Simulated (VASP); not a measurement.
# BaHfO3 (P6_3/mmc) in VASP: a series of runs

Runs on BaHfO3. Level: PBE. Tasks: single point, relaxation of cell and atoms.

Program: VASP 6.6.1. These are calculated values, not measurements. Logs are shortened: lines on timing, memory, paths and dates and some standing lists are left out, and cuts for length are marked.

## (1) The cell of the first run

Symmetry: P6_3/mmc, No. 194, hexagonal system. Conventional cell: a = 6.164 Å, b = 6.164 Å, c = 5.178 Å, α = 90.00°, β = 90.00°, γ = 120.00°. Ba (site symmetry -6m2) has 12 O at 3.08 to 3.14 Å and 6 Hf at 3.79 Å within 4.1 Å. Hf (site symmetry -3m) has 6 O at 2.20 Å and 2 Hf at 2.59 Å within 2.9 Å. O (site symmetry mm2) has 2 Hf at 2.20 Å within 2.9 Å.

## (2) Single point, PBE

Input file INCAR:

```
ALGO = Normal ; EDIFF = 1E-6
ENCUT = 520 ; GGA = PE
ISIF = 2 ; ISMEAR = 0
LASPH = T ; LCHARG = T
LELF = T ; LREAL = F
LVHAR = T ; LWAVE = F
NBANDS = 49 ; NELM = 80
PREC = Accurate ; SIGMA = 0.1
```

Input file KPOINTS:

```
k-points
0
Gamma
  3 3 4
```

Input file POSCAR:

```
BaHfO3
1.0
    6.1637400000      0.0000000000      0.0000000000
   -3.0818700000      5.3379554200      0.0000000000
    0.0000000000      0.0000000000      5.1775416000
Ba Hf O
2 2 6
Direct
    0.3333333300      0.6666666700      0.7500000000
    0.6666666700      0.3333333300      0.2500000000
    0.0000000000      0.0000000000      0.0000000000
    0.0000000000      0.0000000000      0.5000000000
    0.8333333300      0.6666666700      0.7500000000
    0.3333333300      0.1666666700      0.7500000000
    0.8333333300      0.1666666700      0.7500000000
    0.1666666700      0.3333333300      0.2500000000
    0.6666666700      0.8333333300      0.2500000000
    0.1666666700      0.8333333300      0.2500000000
```

Potentials or basis: VASP PAW PBE potentials, release 64 (Ba_sv, Hf_pv, O).

Started as:

```sh
> cat potpaw_PBE.64/Ba_sv/POTCAR potpaw_PBE.64/Hf_pv/POTCAR potpaw_PBE.64/O/POTCAR > POTCAR
> mpirun -np 1 vasp_std > vasp.out
```

OUTCAR:

```text
EDIFF = 1E-6
   ENCUT = 520
   GGA = PE
   ISIF = 2
   ISMEAR = 0
   LASPH = T
   LREAL = F
   NELM = 80
   PREC = Accurate

 ion  position               nearest neighbor table
   1  0.333  0.667  0.750-   6 3.08   7 3.08   6 3.08   7 3.08   5 3.08   5 3.08  10 3.14  10 3.14
                             8 3.14   8 3.14   9 3.14   9 3.14   3 3.79   4 3.79   4 3.79   3 3.79
   2  0.667  0.333  0.250-   9 3.08  10 3.08   9 3.08  10 3.08   8 3.08   8 3.08   7 3.14   7 3.14
                             5 3.14   5 3.14   6 3.14   6 3.14   3 3.79   4 3.79   3 3.79   4 3.79
   3  0.000  0.000  0.000-   5 2.20   8 2.20   6 2.20   9 2.20   7 2.20  10 2.20   4 2.59   4 2.59
                             1 3.79   2 3.79   1 3.79   2 3.79   2 3.79   1 3.79
   4  0.000  0.000  0.500-   5 2.20   8 2.20   6 2.20   9 2.20   7 2.20  10 2.20   3 2.59   3 2.59
                             1 3.79   2 3.79   1 3.79   2 3.79   2 3.79   1 3.79
   5  0.833  0.667  0.750-   3 2.20   4 2.20   1 3.08   1 3.08   2 3.14   2 3.14
   6  0.333  0.167  0.750-   3 2.20   4 2.20   1 3.08   1 3.08   2 3.14   2 3.14
   7  0.833  0.167  0.750-   3 2.20   4 2.20   1 3.08   1 3.08   2 3.14   2 3.14
   8  0.167  0.333  0.250-   3 2.20   4 2.20   2 3.08   2 3.08   1 3.14   1 3.14
   9  0.667  0.833  0.250-   3 2.20   4 2.20   2 3.08   2 3.08   1 3.14   1 3.14
  10  0.167  0.833  0.250-   3 2.20   4 2.20   2 3.08   2 3.08   1 3.14   1 3.14

  LATTYP: Found a hexagonal cell.
 ALAT       =     6.1637400000
 C/A-ratio  =     0.8400000000

  Lattice vectors:

 A1 = (   6.1637400000,   0.0000000000,   0.0000000000)
 A2 = (  -3.0818700000,   5.3379554200,   0.0000000000)
 A3 = (   0.0000000000,   0.0000000000,   5.1775416000)

Analysis of symmetry for initial positions (statically):
=====================================================================
 Subroutine PRICEL returns:
 Original cell was already a primitive cell.

 Routine SETGRP: Setting up the symmetry group for a
 hexagonal supercell.

 Subroutine GETGRP returns: Found 24 space group operations
 (whereof 12 operations were pure point group operations)
 out of a pool of 24 trial point group operations.

The static configuration has the point symmetry D_3d.
 The point group associated with its full space group is D_6h.

Analysis of symmetry for dynamics (positions and initial velocities):
=====================================================================
 Subroutine PRICEL returns:
 Original cell was already a primitive cell.

 Routine SETGRP: Setting up the symmetry group for a
 hexagonal supercell.

 Subroutine GETGRP returns: Found 24 space group operations
 (whereof 12 operations were pure point group operations)
 out of a pool of 24 trial point group operations.

The dynamic configuration has the point symmetry D_3d.
 The point group associated with its full space group is D_6h.

 Subroutine INISYM returns: Found 24 space group operations
 (whereof 12 operations are pure point group operations),
 and found     1 'primitive' translations

----------------------------------------------------------------------------------------

                                     Primitive cell

  volume of cell :     170.3503

  direct lattice vectors                    reciprocal lattice vectors
     6.163740000  0.000000000  0.000000000     0.162239160  0.093668823  0.000000000
    -3.081870000  5.337955420  0.000000000     0.000000000  0.187337645  0.000000000
     0.000000000  0.000000000  5.177541600     0.000000000  0.000000000  0.193141857

  length of vectors
     6.163740000  6.163739998  5.177541600     0.187337645  0.187337645  0.193141857

  position of ions in fractional coordinates (direct lattice)
     0.333333330  0.666666670  0.750000000
     0.666666670  0.333333330  0.250000000
     0.000000000  0.000000000  0.000000000
     0.000000000  0.000000000  0.500000000
     0.833333330  0.666666670  0.750000000
     0.333333330  0.166666670  0.750000000
     0.833333330  0.166666670  0.750000000
     0.166666670  0.333333330  0.250000000
     0.666666670  0.833333330  0.250000000
     0.166666670  0.833333330  0.250000000

  ion indices of the primitive-cell ions
   primitive index   ion index
                 1           1
                 2           2
                 3           3
                 4           4
                 5           5
                 6           6
                 7           7
                 8           8
                 9           9
                10          10

----------------------------------------------------------------------------------------

 KPOINTS: k-points

Automatic generation of k-mesh.
 Grid dimensions read from file:
 generate k-points for:    3    3    4

 Generating k-lattice:

  Cartesian coordinates                     Fractional coordinates (reciprocal lattice)
     0.054079720  0.031222941  0.000000000     0.333333333  0.000000000  0.000000000
[... 36 lines left out ...]
   ICHARG =      2    charge: 1-file 2-atom 10-const
   ISPIN  =      1    spin polarized calculation?
   LNONCOLLINEAR =      F non collinear calculations
   LSORBIT =      F    spin-orbit coupling
   LASPH  =      T    aspherical Exc in radial PAW
   ENCUT  =  520.0 eV  38.22 Ry    6.18 a.u.  11.46 11.46  9.63*2*pi/ulx,y,z
   NELM   =     80;   NELMIN=  2; NELMDL= -5     # of ELM steps
   EDIFF  = 0.1E-05   stopping-criterion for ELM
   LREAL  =      F    real-space projection
   EDIFFG = 0.1E-04   stopping-criterion for IOM
   NSW    =      0    number of steps for IOM
   IBRION =     -1    ionic relax: 0-MD 1-quasi-New 2-CG
   NFREE  =      0    steps in history (QN), initial steepest desc. (CG)
   ISIF   =      2    stress and relaxation
   ISYM   =      2    0-nonsym 1-usesym 2-fastsym
   POTIM  = 0.5000    time-step for ionic-motion
   TEBEG  =    0.0;   TEEND  =   0.0 temperature during run
   PSTRESS=    0.0 pullay stress
   NELECT =      76.0000    total number of electrons
   NUPDOWN=      -1.0000    fix difference up-down
   EMIN   =  10.00;   EMAX   =-10.00  energy-range for DOS
   EFERMI =   0.00;   METHOD = LEGACY
   ISMEAR =     0;   SIGMA  =   0.10  broadening in eV -4-tet -1-fermi 0-gaus
   EFERMI_NEDOS =   21; number of points for ismear=-14 and -15
   IALGO  =     38    algorithm
   IMIX   =      4    mixing-type and parameters
     AMIX     =   0.40;   BMIX     =  1.00
     AMIX_MAG =   1.60;   BMIX_MAG =  1.00
  volume/ion in A,a.u.               =      17.04       114.96
  Fermi-wavevector in a.u.,A,eV,Ry     =   1.250926  2.363908 21.290625  1.564817
  Thomas-Fermi vector in A             =   2.384898
   LORBIT       =      0    0 simple, 1 ext, 2 COOP (PROOUT), +10 PAW based schemes
   GGA     = PE    functional components
   LHFCALC =     F    Hartree Fock is set to
   AEXX    =    0.0000 exact exchange contribution
   IVDW    =     0    specifies the selected vdW correction
   LEPSILON=     F    determine dielectric tensor
   LRPA    =     F    only Hartree local field effects (RPA)
 non-spin polarized calculation
 Gauss-broadening in eV      SIGMA  =   0.10
  energy-cutoff  :      520.00
  volume of cell :      170.35
 maximum number of plane-waves:      4628
 NGX is ok and might be reduce to    48
   NGX = 23   NGY = 23   NGZ = 19

 number of electron      76.0000022 magnetization

 Free energy of the ion-electron system (eV)
  ---------------------------------------------------
  ext. energy  EPLUGINS =         0.00000000
  ---------------------------------------------------
  free energy    TOTEN  =       -81.57702569 eV

  energy without entropy =      -81.57702569  energy(sigma->0) =      -81.57702569

 E-fermi :   1.8189     XC(G=0):  -9.9698

 val. band max:        1.3900451245   @ k =   0.0000   0.0000   0.0000
 cond. band min:       2.4214626289   @ k =   0.0000   0.0000   0.0000
 fundamental gap:      1.0314175043
 Fermi energy:         1.8189447891

 k-point     1 :       0.0000    0.0000    0.0000
  band No.  band energies     occupation
      1     -29.7227      2.00000
      2     -28.2825      2.00000
      3     -28.2825      2.00000
      4     -27.8666      2.00000
      5     -27.8666      2.00000
      6     -27.2714      2.00000
[... 41 lines left out ...]
     48       8.2568      0.00000
     49       8.3813      0.00000
[... 414 lines left out ...]
     48       7.8790      0.00000
     49       8.6074      0.00000

------------------------ aborting loop because EDIFF is reached ----------------------------------------

  FORCE on cell =-STRESS in cart. coord.  units (eV):
  Direction    XX          YY          ZZ          XY          YZ          ZX
  --------------------------------------------------------------------------------------
  -------------------------------------------------------------------------------------
  Total      -15.6952952    -15.6952952      7.4181540      0.0000000     -0.0000000      0.0000000
  in kB     -147.6172877   -147.6172876     69.7691735      0.0000000     -0.0000000      0.0000000
  external PRESSURE =     -75.1551340 kB  Pullay stress =       0.0000000 kB

 VOLUME and BASIS-vectors are now :
 -----------------------------------------------------------------------------
  energy-cutoff  :      520.00
  volume of cell :      170.35
      direct lattice vectors                 reciprocal lattice vectors
     6.163740000  0.000000000  0.000000000     0.162239160  0.093668823  0.000000000
    -3.081870000  5.337955420  0.000000000     0.000000000  0.187337645  0.000000000
     0.000000000  0.000000000  5.177541600     0.000000000  0.000000000  0.193141857

 POSITION                                       TOTAL-FORCE (eV/Angst)
 -----------------------------------------------------------------------------------
     -0.00000      3.55864      3.88316        -0.000000     -0.000000      0.000000
      3.08187      1.77932      1.29439        -0.000000     -0.000000      0.000000
      0.00000      0.00000      0.00000        -0.000000     -0.000000      0.000000
      0.00000      0.00000      2.58877        -0.000000     -0.000000      0.000000
      3.08187      3.55864      3.88316        -0.000000      3.035859      0.000000
      1.54093      0.88966      3.88316        -2.629131     -1.517930     -0.000000
      4.62280      0.88966      3.88316         2.629131     -1.517930     -0.000000
      0.00000      1.77932      1.29439        -0.000000     -3.035859     -0.000000
      1.54094      4.44830      1.29439         2.629131      1.517930      0.000000
     -1.54093      4.44830      1.29439        -2.629131      1.517930      0.000000
 -----------------------------------------------------------------------------------
    total drift:                               -0.000043      0.000025      0.000000

  FREE ENERGIE OF THE ION-ELECTRON SYSTEM (eV)
  ---------------------------------------------------
  free  energy   TOTEN  =       -81.5770256865 eV

  energy  without entropy=      -81.5770256865  energy(sigma->0) =      -81.57702569
```

It took 2.1 min on 1 thread of Intel Xeon Platinum 8259CL at 2.50GHz (Skylake/Cascade Lake), shared host; peak memory 0.32 GiB.

Results:

```
Free energy            : -81.5770 eV
Pressure               : -7.5 GPa
Largest force          : 3.036 eV/Å
Band gap on the k mesh : 1.03 eV
```

Forces in eV/Å, atoms in the order of the input:
```
Ba   0.000  0.000  0.000
Ba   0.000  0.000  0.000
Hf   0.000  0.000  0.000
Hf   0.000  0.000  0.000
O    0.000  3.036  0.000
O   -2.629 -1.518  0.000
O    2.629 -1.518  0.000
O    0.000 -3.036  0.000
O    2.629  1.518  0.000
O   -2.629  1.518  0.000
```

Stress tensor (GPa, compression positive):
```
-14.76   0.00   0.00
  0.00 -14.76   0.00
  0.00   0.00   6.98
```

Levels at points of the mesh, in eV from the valence-band top:
```
           k point  band 34  band 35  band 36  band 37  band 38  band 39  band 40  band 41  band 42  band 43
(0.00, 0.00, 0.00)    -0.71    -0.29    -0.25    -0.25     0.00     1.03     3.81     3.81     4.64     5.01
(0.00, 0.00, 0.50)    -0.37    -0.23    -0.23    -0.23    -0.23     4.33     4.33     4.70     4.70     4.70
```

Caveat: the cell stands under tension; spin-orbit coupling is left out, which moves the levels of the heavy elements; an odd mesh through Γ misses points on the zone boundary, where band edges can lie; forces of over 1 eV/Å act on the atoms, so gaps and moduli don't describe the material at rest.

## (3) Single point, PBE

This run uses another cell than the first one, of 17.15 Å³/atom.

Input file INCAR:

```
SYSTEM = BaHfO3
ALGO = Normal ; EDIFF = 1E-6
ENCUT = 520 ; GGA = PE
ISIF = 2 ; ISMEAR = 0
LASPH = .True. ; LCHARG = .False.
LREAL = .False. ; LWAVE = .False.
NBANDS = 49 ; NELM = 80
PREC = Accurate ; SIGMA = 0.1
```

Input file KPOINTS:

```
k-points
0
Gamma
  3 3 4
  0 0 0
```

Input file POSCAR:

```
BaHfO3
1.0
    5.9798096861      0.0000000000      0.0000000000
   -2.9899048431      5.1786670980      0.0000000000
    0.0000000000      0.0000000000      5.5370498228
Ba Hf O
2 2 6
Direct
    0.3333333333      0.6666666667      0.7500000000
    0.6666666667      0.3333333333      0.2500000000
    0.0000000000      0.0000000000      0.0000000000
    0.0000000000      0.0000000000      0.5000000000
    0.8470253733      0.6940507465      0.7500000000
    0.3059492535      0.1529746267      0.7500000000
    0.8470253733      0.1529746267      0.7500000000
    0.1529746267      0.3059492535      0.2500000000
    0.6940507465      0.8470253733      0.2500000000
    0.1529746267      0.8470253733      0.2500000000
```

Potentials or basis: VASP PAW PBE potentials, release 64 (Ba_sv, Hf_pv, O).

Started as:

```sh
> cat potpaw_PBE.64/Ba_sv/POTCAR potpaw_PBE.64/Hf_pv/POTCAR potpaw_PBE.64/O/POTCAR > POTCAR
> mpirun -np 1 vasp_std > vasp.out
```

Wall time 2.3 min (1 thread of Intel Xeon Platinum 8259CL at 2.50GHz (Skylake/Cascade Lake), shared host); peak memory 0.33 GiB.

It converged, with:

| Quantity | Value |
| --- | --- |
| Free energy | -83.7257 eV |
| Pressure | -0.7 GPa |
| Largest force | 0.203 eV/Å |
| Band gap on the k mesh | 3.06 eV |

Forces on the atoms (eV/Å):
```
Ba   0.000  0.000  0.000
Ba   0.000  0.000  0.000
Hf   0.000  0.000  0.000
Hf   0.000  0.000  0.000
O    0.000  0.203  0.000
O   -0.176 -0.101  0.000
O    0.176 -0.101  0.000
O    0.000 -0.203  0.000
O    0.176  0.101  0.000
O   -0.176  0.101  0.000
```

Stress tensor (GPa, compression positive):
```
-0.32  0.00  0.00
 0.00 -0.32  0.00
 0.00  0.00 -1.43
```

Levels at points of the mesh, in eV from the valence-band top:
| k point | band 35 | band 36 | band 37 | band 38 | band 39 | band 40 | band 41 | band 42 |
| --- | --- | --- | --- | --- | --- | --- | --- | --- |
| (0.00, 0.00, 0.00) | -0.45 | -0.07 | -0.07 | 0.00 | 3.06 | 3.98 | 3.98 | 4.81 |
| (0.00, 0.00, 0.50) | -0.04 | -0.04 | -0.04 | -0.04 | 4.73 | 4.73 | 4.73 | 4.73 |

Caveat: spin-orbit coupling is left out, which moves the levels of the heavy elements; an odd mesh through Γ misses points on the zone boundary, where band edges can lie.

## (4) Relaxation of cell and atoms, PBE

Input file INCAR:

```
SYSTEM = BaHfO3
PREC = Accurate
ENCUT = 600
EDIFF = 1E-7
ISMEAR = 0
SIGMA = 0.1
LREAL = .FALSE.
LASPH = .TRUE.
NELM = 60
ALGO = Normal
ISIF = 3
LWAVE = .FALSE.
LCHARG = .FALSE.
GGA = PE
IBRION = 2
NSW = 90
EDIFFG = -0.04
```

Input file KPOINTS:

```
Automatic mesh
0
G
  3 3 4
  0 0 0
```

Input file POSCAR:

```
BaHfO3
1.0
    6.1637400000      0.0000000000      0.0000000000
   -3.0818700000      5.3379554200      0.0000000000
    0.0000000000      0.0000000000      5.1775416000
Ba Hf O
2 2 6
Direct
    0.3333333300      0.6666666700      0.7500000000
    0.6666666700      0.3333333300      0.2500000000
    0.0000000000      0.0000000000      0.0000000000
    0.0000000000      0.0000000000      0.5000000000
    0.8333333300      0.6666666700      0.7500000000
    0.3333333300      0.1666666700      0.7500000000
    0.8333333300      0.1666666700      0.7500000000
    0.1666666700      0.3333333300      0.2500000000
    0.6666666700      0.8333333300      0.2500000000
    0.1666666700      0.8333333300      0.2500000000
```

Started as:

```sh
> cat potpaw_PBE.64/Ba_sv/POTCAR potpaw_PBE.64/Hf_pv/POTCAR potpaw_PBE.64/O/POTCAR > POTCAR
> mpirun -np 1 vasp_std > vasp.out
```

It took 25 min on 1 thread of Intel Xeon Platinum 8259CL at 2.50GHz (Skylake/Cascade Lake), shared host; peak memory 0.37 GiB.

Results (log left out):

* Free energy: -83.7468 eV
* Relaxed volume: 17.18 Å³/atom
* Relaxed cell: a = 5.996 Å, b = 5.996 Å, c = 5.516 Å, α = 90.00°, β = 90.00°, γ = 120.00°
* Space group after relaxing (to 0.1 Å): P6_3/mmc (No. 194)
* Energy gained by relaxing: 215.8 meV/atom
* Ionic steps: 11
* Pressure after relaxing: 0.1 GPa
* Largest force after relaxing: 0.017 eV/Å
* Band gap on the k mesh: 3.10 eV

Forces in eV/Å, atoms in the order of the input:
```
Ba   0.000  0.000  0.000
Ba   0.000  0.000  0.000
Hf   0.000  0.000  0.000
Hf   0.000  0.000  0.000
O    0.000 -0.017  0.000
O    0.015  0.008  0.000
O   -0.015  0.008  0.000
O    0.000  0.017  0.000
O   -0.015 -0.008  0.000
O    0.015 -0.008  0.000
```

Stress tensor (GPa, compression positive):
```
-0.01  0.00  0.00
 0.00 -0.01  0.00
 0.00  0.00  0.17
```

The path:
```tsv
step	energy change (eV)	largest force (eV/Å)	pressure (GPa)	volume (Å³)
1	0.0000	3.0370	-7.63	170.35
2	-1.0685	2.1223	19.51	150.46
3	-1.7864	0.3240	6.20	157.77
4	-1.7876	0.2228	6.74	157.42
5	-2.0562	0.4757	-1.38	168.87
6	-2.0829	0.4263	0.35	166.07
7	-2.1360	0.0912	0.77	168.17
8	-2.1477	0.1637	1.14	169.75
9	-2.1499	0.1415	-1.27	173.83
10	-2.1568	0.0002	-0.18	171.91
11	-2.1575	0.0168	0.05	171.76
```

Final structure:
```
Ba Hf O
1.0
     5.99610    0.00000    0.00000
    -2.99805    5.19277    0.00000
     0.00000    0.00000    5.51622
Ba Hf O
2 2 6
Direct
  0.33333 0.66667 0.75000
  0.66667 0.33333 0.25000
  0.00000 0.00000 0.00000
  0.00000 0.00000 0.50000
  0.84803 0.69605 0.75000
  0.30395 0.15197 0.75000
  0.84803 0.15197 0.75000
  0.15197 0.30395 0.25000
  0.69605 0.84803 0.25000
  0.15197 0.84803 0.25000
```

Levels at points of the mesh, in eV from the valence-band top:
| k point | band 35 | band 36 | band 37 | band 38 | band 39 | band 40 | band 41 | band 42 |
| --- | --- | --- | --- | --- | --- | --- | --- | --- |
| (0.00, 0.00, 0.00) | -0.43 | -0.09 | -0.09 | 0.00 | 3.10 | 4.01 | 4.01 | 4.80 |
| (0.00, 0.00, 0.50) | -0.05 | -0.05 | -0.05 | -0.05 | 4.76 | 4.76 | 4.76 | 4.76 |

Caveat: spin-orbit coupling is left out, which moves the levels of the heavy elements; an odd mesh through Γ misses points on the zone boundary, where band edges can lie.

## (5) Overview

```csv
task,cell,cutoff (eV),gap on the mesh (eV),pressure (GPa),largest force (eV/Å)
single point,"a = 6.164, b = 6.164, c = 5.178 Å, angles 90.0, 90.0, 120.0°, 10 atoms, atomic positions A",520,1.03,-7.5,3.04
single point,"a = 5.980, b = 5.980, c = 5.537 Å, angles 90.0, 90.0, 120.0°, 10 atoms, atomic positions B",520,3.06,-0.7,0.20
relaxation of cell and atoms,"relaxed from a = 6.164, b = 6.164, c = 5.178 Å, angles 90.0, 90.0, 120.0°, 10 atoms, atomic positions A",600,3.10,0.1,0.02
```

Alike in all rows: level PBE; potentials or basis VASP PAW PBE potentials, release 64 (Ba_sv, Hf_pv, O); no spin polarisation; k mesh 3 × 3 × 4; smearing gaussian 0.1 eV.

Caveats: spin-orbit coupling is left out, which moves the levels of the heavy elements; an odd mesh through Γ misses points on the zone boundary, where band edges can lie; the cell stands under tension (at least some runs); forces of over 1 eV/Å act on the atoms, so gaps and moduli don't describe the material at rest (at least some runs).

Absolute energies hang on the potentials; compare differences alone.
